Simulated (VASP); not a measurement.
A run of VASP 6.6.1:

File INCAR:

```
SYSTEM = Co
PREC = Accurate
ENCUT = 690
EDIFF = 1E-6
ISMEAR = -1
SIGMA = 0.1
LREAL = .False.
LASPH = .True.
NELM = 120
ALGO = Normal
ISIF = 2
LWAVE = .False.
LCHARG = .False.
GGA = RP
NBANDS = 24
GGA_COMPAT = .False.
```

Contents of KPOINTS:

```
Automatic mesh
0
Gamma
  12 12 12
  0 0 0
```

The input POSCAR:

```
Co
1.0
    0.0000000000      2.3826461609      2.3826461609
    2.3826461609      0.0000000000      2.3826461609
    2.3826461609      2.3826461609      0.0000000000
Co
2
Direct
    0.1250000000      0.1250000000      0.1250000000
    0.8750000000      0.8750000000      0.8750000000
```

Potentials or basis: VASP PAW PBE potentials, release 64 (Co_sv).

The run is started by

```sh
$ cat potpaw_PBE.64/Co_sv/POTCAR > POTCAR
$ mpirun -np 1 vasp_std > vasp.out
```

Hardware: 1 thread of Intel(R) Xeon(R) Platinum 8375C CPU @ 2.90GHz (Ice Lake) (shared host).

Estimate the wall time of this run.

Run time: 62 s on 1 thread of Intel(R) Xeon(R) Platinum 8375C CPU @ 2.90GHz (Ice Lake), with other jobs on the host, peak memory 0.19 GiB. Counts: scf iterations 12, k points 72.
